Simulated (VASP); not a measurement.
# Ga4P4H in VASP: single point with PBE+D3(BJ)

Aim: the single point of Ga4P4H with PBE+D3(BJ).

Everything below comes from runs of VASP 6.6.1. Logs are shortened: lines on timing, memory, paths and dates and some standing lists are left out, and cuts for length are marked.

## Step 1: The cell of the first run

The cell holds a slab with vacuum, 18 atoms: a = 7.702 Å, b = 5.446 Å, c = 24.776 Å, α = 90.00°, β = 90.00°, γ = 90.00°.

## Step 2: Single point, PBE+D3(BJ)

File INCAR:

```
SYSTEM = Ga4P4H
ALGO = Normal
DIPOL = 0.5 0.5 0.487
EDIFF = 1E-6
ENCUT = 520
GGA = PE
IDIPOL = 3
ISIF = 2
ISMEAR = 0
IVDW = 12
LASPH = .True.
LCHARG = .False.
LDIPOL = .True.
LREAL = Auto
LWAVE = .False.
NBANDS = 88
NELM = 80
PREC = Accurate
SIGMA = 0.05
```

File KPOINTS:

```
k-points
0
Gamma
  4 5 1
  0 0 0
```

File POSCAR:

```
Ga4P4H
1.0
    7.7015734665      0.0000000000      0.0000000000
    0.0000000000      5.4458348239      0.0000000000
    0.0000000000      0.0000000000     24.7761800998
Ga P H
8 8 2
Direct
    0.2500000000      0.5000000000      0.3430714487
    0.7500000000      0.5000000000      0.3430714487
    0.5000000000      0.0000000000      0.4207829183
    0.0000000000      0.0000000000      0.4207829183
    0.7501927850      0.5013757210      0.5023012943
    0.2499907010      0.5018529966      0.5023800781
    0.0003935623     -0.0635844075      0.5614106458
    0.4998785085     -0.0634503412      0.5613405180
    0.5000000000      0.2500000000      0.3430714487
    0.0000000000      0.2500000000      0.3430714487
    0.7500000000      0.7500000000      0.4207829183
    0.2500000000      0.7500000000      0.4207829183
    0.0002342677      0.2538740288      0.4992142505
    0.4999455087      0.2541313585      0.4991942879
    0.2502089116      0.7224523126      0.5853255657
    0.7501140774      0.7226003790      0.5849432862
    0.6894566263      0.9817881543      0.6954170920
    0.6707545274      1.0772725239      0.7166096571
```

Potentials or basis: VASP PAW PBE potentials, release 64 (Ga_d, P, H).

Started as:

```
cat potpaw_PBE.64/Ga_d/POTCAR potpaw_PBE.64/P/POTCAR potpaw_PBE.64/H/POTCAR > POTCAR
mpirun -np 1 vasp_std > vasp.out
```

OUTCAR:

```text
SYSTEM = Ga4P4H
   EDIFF = 1E-6
   ENCUT = 520
   GGA = PE
   ISIF = 2
   ISMEAR = 0
   IVDW = 12
   LASPH = .True.
   LREAL = Auto
   NELM = 80
   PREC = Accurate
 IVDW          = 12

 ion  position               nearest neighbor table
   1  0.250  0.500  0.343-   9 2.36  10 2.36  12 2.36
   2  0.750  0.500  0.343-   9 2.36  10 2.36  11 2.36
   3  0.500  0.000  0.421-  11 2.36  12 2.36   9 2.36  14 2.39
   4  0.000  0.000  0.421-  11 2.36  12 2.36  10 2.36  13 2.38
   5  0.750  0.501  0.502-  13 2.35  14 2.35  16 2.38  11 2.43
   6  0.250  0.502  0.502-  13 2.35  14 2.35  15 2.38  12 2.43
   7  0.000  0.936  0.561-  13 2.32  15 2.33  16 2.33
   8  0.500  0.937  0.561-  14 2.32  15 2.33  16 2.33
   9  0.500  0.250  0.343-   1 2.36   2 2.36   3 2.36
  10  0.000  0.250  0.343-   1 2.36   2 2.36   4 2.36
  11  0.750  0.750  0.421-   3 2.36   4 2.36   2 2.36   5 2.43
  12  0.250  0.750  0.421-   3 2.36   4 2.36   1 2.36   6 2.43
  13  0.000  0.254  0.499-   7 2.32   6 2.35   5 2.35   4 2.38
  14  0.500  0.254  0.499-   8 2.32   6 2.35   5 2.35   3 2.39
  15  0.250  0.722  0.585-   8 2.33   7 2.33   6 2.38
  16  0.750  0.723  0.585-   7 2.33   8 2.33   5 2.38
  17  0.689  0.982  0.695-  18 0.75
  18  0.671  0.077  0.717-  17 0.75

  LATTYP: Found a simple orthorhombic cell.
 ALAT       =     5.4458348239
 B/A-ratio  =     1.4142135624
 C/A-ratio  =     4.5495651082

  Lattice vectors:

 A1 = (   0.0000000000,  -5.4458348239,   0.0000000000)
 A2 = (   7.7015734665,   0.0000000000,   0.0000000000)
 A3 = (   0.0000000000,   0.0000000000,  24.7761800998)

Analysis of symmetry for initial positions (statically):
=====================================================================
 Subroutine PRICEL returns:
 Original cell was already a primitive cell.

 Routine SETGRP: Setting up the symmetry group for a
 simple orthorhombic supercell.

 Subroutine GETGRP returns: Found  1 space group operations
 (whereof  1 operations were pure point group operations)
 out of a pool of  8 trial point group operations.

The static configuration has the point symmetry C_1 .

Analysis of symmetry for dynamics (positions and initial velocities):
=====================================================================
 Subroutine PRICEL returns:
 Original cell was already a primitive cell.

 Routine SETGRP: Setting up the symmetry group for a
 simple orthorhombic supercell.

 Subroutine GETGRP returns: Found  1 space group operations
 (whereof  1 operations were pure point group operations)
 out of a pool of  8 trial point group operations.

The dynamic configuration has the point symmetry C_1 .

 Subroutine INISYM returns: Found  1 space group operations
 (whereof  1 operations are pure point group operations),
 and found     1 'primitive' translations

----------------------------------------------------------------------------------------

                                     Primitive cell

  volume of cell :    1039.1501

  direct lattice vectors                    reciprocal lattice vectors
     7.701573467  0.000000000  0.000000000     0.129843597  0.000000000  0.000000000
     0.000000000  5.445834824  0.000000000     0.000000000  0.183626576  0.000000000
     0.000000000  0.000000000 24.776180100     0.000000000  0.000000000  0.040361347

  length of vectors
     7.701573467  5.445834824 24.776180100     0.129843597  0.183626576  0.040361347

  position of ions in fractional coordinates (direct lattice)
     0.250000000  0.500000000  0.343071449
     0.750000000  0.500000000  0.343071449
     0.500000000  0.000000000  0.420782918
     0.000000000  0.000000000  0.420782918
     0.750192785  0.501375721  0.502301294
     0.249990701  0.501852997  0.502380078
[... 10 lines left out ...]
     0.689456626  0.981788154  0.695417092
     0.670754527  0.077272524  0.716609657

  ion indices of the primitive-cell ions
   primitive index   ion index
                 1           1
                 2           2
                 3           3
                 4           4
                 5           5
                 6           6
[... 10 lines left out ...]
                17          17
                18          18

----------------------------------------------------------------------------------------

 KPOINTS: k-points

Automatic generation of k-mesh.
 Grid dimensions read from file:
 generate k-points for:    4    5    1

 Generating k-lattice:

  Cartesian coordinates                     Fractional coordinates (reciprocal lattice)
     0.032460899  0.000000000  0.000000000     0.250000000  0.000000000  0.000000000
     0.000000000  0.036725315  0.000000000     0.000000000  0.200000000  0.000000000
     0.000000000  0.000000000  0.040361347     0.000000000  0.000000000  1.000000000

  Length of vectors
     0.032460899  0.036725315  0.040361347

  Shift w.r.t. Gamma in fractional coordinates (k-lattice)
     0.000000000  0.000000000  0.000000000

 Subroutine IBZKPT returns following result:
 ===========================================

 Found     11 irreducible k-points:

 Following reciprocal coordinates:
            Coordinates               Weight
  0.000000  0.000000  0.000000      1.000000
  0.250000  0.000000  0.000000      2.000000
  0.500000  0.000000  0.000000      1.000000
  0.000000  0.200000  0.000000      2.000000
  0.250000  0.200000  0.000000      2.000000
 -0.250000  0.200000  0.000000      2.000000
  0.500000  0.200000  0.000000      2.000000
  0.000000  0.400000  0.000000      2.000000
  0.250000  0.400000  0.000000      2.000000
 -0.250000  0.400000  0.000000      2.000000
  0.500000  0.400000  0.000000      2.000000
   k-points           NKPTS =     11   k-points in BZ     NKDIM =     11   number of bands    NBANDS=     88
   number of dos      NEDOS =    301   number of ions     NIONS =     18
   total plane-waves  NPLWV = 483840
   dimension x,y,z NGX =    60 NGY =   42 NGZ =  192
   dimension x,y,z NGXF=   120 NGYF=   84 NGZF=  384
   ions per type =               8   8   2
   NGX,Y,Z   is equivalent  to a cutoff of  12.95, 12.82, 12.88 a.u.
   NGXF,Y,Z  is equivalent  to a cutoff of  25.90, 25.64, 25.77 a.u.
 SYSTEM =  Ga4P4H
   PREC   = accura    normal or accurate (medium, high low for compatibility)
   ISTART =      0    job   : 0-new  1-cont  2-samecut
   ICHARG =      2    charge: 1-file 2-atom 10-const
   ISPIN  =      1    spin polarized calculation?
   LNONCOLLINEAR =      F non collinear calculations
   LSORBIT =      F    spin-orbit coupling
   LASPH  =      T    aspherical Exc in radial PAW
   ENCUT  =  520.0 eV  38.22 Ry    6.18 a.u.  14.32 10.13 46.07*2*pi/ulx,y,z
   NELM   =     80;   NELMIN=  2; NELMDL= -5     # of ELM steps
   EDIFF  = 0.1E-05   stopping-criterion for ELM
   LREAL  =      T    real-space projection
   EDIFFG = 0.1E-04   stopping-criterion for IOM
   NSW    =      0    number of steps for IOM
   IBRION =     -1    ionic relax: 0-MD 1-quasi-New 2-CG
   NFREE  =      0    steps in history (QN), initial steepest desc. (CG)
   ISIF   =      2    stress and relaxation
   ISYM   =      2    0-nonsym 1-usesym 2-fastsym
   POTIM  = 0.5000    time-step for ionic-motion
   TEBEG  =    0.0;   TEEND  =   0.0 temperature during run
   PSTRESS=    0.0 pullay stress
   NELECT =     146.0000    total number of electrons
   NUPDOWN=      -1.0000    fix difference up-down
   EMIN   =  10.00;   EMAX   =-10.00  energy-range for DOS
   EFERMI =   0.00;   METHOD = LEGACY
   ISMEAR =     0;   SIGMA  =   0.05  broadening in eV -4-tet -1-fermi 0-gaus
   EFERMI_NEDOS =   21; number of points for ismear=-14 and -15
   IALGO  =     38    algorithm
   IMIX   =      4    mixing-type and parameters
     AMIX     =   0.40;   BMIX     =  1.00
     AMIX_MAG =   1.60;   BMIX_MAG =  1.00
  volume/ion in A,a.u.               =      57.73       389.59
  Fermi-wavevector in a.u.,A,eV,Ry     =   0.851072  1.608293  9.855023  0.724324
  Thomas-Fermi vector in A             =   1.967148
   LORBIT       =      0    0 simple, 1 ext, 2 COOP (PROOUT), +10 PAW based schemes
   GGA     = PE    functional components
   LHFCALC =     F    Hartree Fock is set to
   AEXX    =    0.0000 exact exchange contribution
   IVDW    =    12    specifies the selected vdW correction
   LEPSILON=     F    determine dielectric tensor
   LRPA    =     F    only Hartree local field effects (RPA)
 non-spin polarized calculation
 Gauss-broadening in eV      SIGMA  =   0.05
  energy-cutoff  :      520.00
  volume of cell :     1039.15
 maximum number of plane-waves:     28026
 NGX is ok and might be reduce to    60
   NGX = 29   NGY = 21   NGZ = 93

 dipolmoment           0.000000      0.000000     -0.000034 electrons x Angstroem

 number of electron     146.0000010 magnetization

 dipolmoment           0.000000      0.000000      0.039974 electrons x Angstroem

 Free energy of the ion-electron system (eV)
  ---------------------------------------------------
  ext. energy  EPLUGINS =         0.00000000
  ---------------------------------------------------
  free energy    TOTEN  =       -74.52008611 eV

  energy without entropy =      -74.52008611  energy(sigma->0) =      -74.52008611

 E-fermi :  -1.8087     XC(G=0):  -3.8525

 val. band max:       -2.0728009180   @ k =   0.0000   0.0000   0.0000
 cond. band min:      -1.1849176713   @ k =   0.0000   0.4000   0.0000
 fundamental gap:      0.8878832467
 Fermi energy:        -1.8087023645

 k-point     1 :       0.0000    0.0000    0.0000
  band No.  band energies     occupation
      1     -16.8271      2.00000
      2     -16.8183      2.00000
      3     -16.7467      2.00000
      4     -16.7416      2.00000
      5     -16.7304      2.00000
      6     -16.7296      2.00000
[... 77 lines left out ...]
     84       1.2319      0.00000
     85       1.5695      0.00000

 k-point     2 :       0.2500    0.0000    0.0000
  band No.  band energies     occupation
      1     -16.8246      2.00000
      2     -16.8185      2.00000
      3     -16.7458      2.00000
      4     -16.7411      2.00000
      5     -16.7326      2.00000
      6     -16.7302      2.00000
[... 781 lines left out ...]
     84       2.0292      0.00000
     85       2.1797      0.00000

 k-point    11 :       0.5000    0.4000    0.0000
  band No.  band energies     occupation
      1     -16.8215      2.00000
      2     -16.8211      2.00000
      3     -16.7409      2.00000
      4     -16.7408      2.00000
      5     -16.7293      2.00000
      6     -16.7285      2.00000
[... 77 lines left out ...]
     84       2.3819      0.00000
     85       2.4012      0.00000
 [bands above 85 left out]

------------------------ aborting loop because EDIFF is reached ----------------------------------------

 vacuum level on the upper side and lower side of the slab       (xc-potential included)        -0.041        -0.194

 Edisp (eV)   -3.62316

 E8    (eV) :    -1.5890

  FORCE on cell =-STRESS in cart. coord.  units (eV):
  Direction    XX          YY          ZZ          XY          YZ          ZX
  --------------------------------------------------------------------------------------
  -------------------------------------------------------------------------------------
  Total      -3.03804    -3.20437    -0.15476    -0.00329     3.26668    -0.01978
  in kB      -4.68410    -4.94054    -0.23861    -0.00507     5.03661    -0.03050
  external pressure =       -3.29 kB  Pullay stress =        0.00 kB

 VOLUME and BASIS-vectors are now :
 -----------------------------------------------------------------------------
  energy-cutoff  :      520.00
  volume of cell :     1039.15
      direct lattice vectors                 reciprocal lattice vectors
     7.701573467  0.000000000  0.000000000     0.129843597  0.000000000  0.000000000
     0.000000000  5.445834824  0.000000000     0.000000000  0.183626576  0.000000000
     0.000000000  0.000000000 24.776180100     0.000000000  0.000000000  0.040361347

 POSITION                                       TOTAL-FORCE (eV/Angst)
 -----------------------------------------------------------------------------------
      1.92539      2.72292      8.50000         0.000052     -1.166137      1.406872
      5.77618      2.72292      8.50000         0.000074     -1.163534      1.405382
      3.85079      0.00000     10.42539        -0.002500      0.370177      0.147439
      0.00000      0.00000     10.42539         0.003069      0.368397      0.144922
      5.77766      2.73041     12.44511        -0.002564     -0.000220      0.002933
      1.92532      2.73301     12.44706         0.004116      0.010386      0.014238
[... 10 lines left out ...]
      5.30990      5.34666     17.22978        -0.007463      0.023201      0.030474
      5.16587      0.42081     17.75485         0.004348     -0.017608     -0.036112
 -----------------------------------------------------------------------------------
    total drift:                               -0.000130     -0.007588     -0.014275

  FREE ENERGIE OF THE ION-ELECTRON SYSTEM (eV)
  ---------------------------------------------------
  free  energy   TOTEN  =       -78.1432503288 eV

  energy  without entropy=      -78.1432503288  energy(sigma->0) =      -78.14325033

 vacuum level on the upper side and lower side of the slab         3.041         2.891
```

It took 61 min on 1 thread of Oxide Virtual Turin-like, shared host; peak memory 1.3 GiB.

Results:

```
Free energy                : -78.1433 eV
Largest force              : 1.827 eV/Å
Band gap on the k mesh     : 0.89 eV (least direct gap 0.91 eV)
Dispersion energy per atom : -0.201 eV
```

Forces in eV/Å, atoms in the order of the input:
```
Ga   0.000 -1.166  1.407
Ga   0.000 -1.164  1.405
Ga  -0.003  0.370  0.147
Ga   0.003  0.368  0.145
Ga  -0.003  0.000  0.003
Ga   0.004  0.010  0.014
Ga  -0.001 -0.007  0.006
Ga   0.003 -0.004  0.010
P    0.001  0.321 -1.393
P    0.000  0.321 -1.392
P    0.001  0.472 -0.169
P    0.000  0.473 -0.165
P   -0.005 -0.003 -0.007
P    0.004 -0.005 -0.007
P   -0.002  0.002 -0.009
P    0.000  0.005  0.009
H   -0.007  0.023  0.030
H    0.004 -0.018 -0.036
```
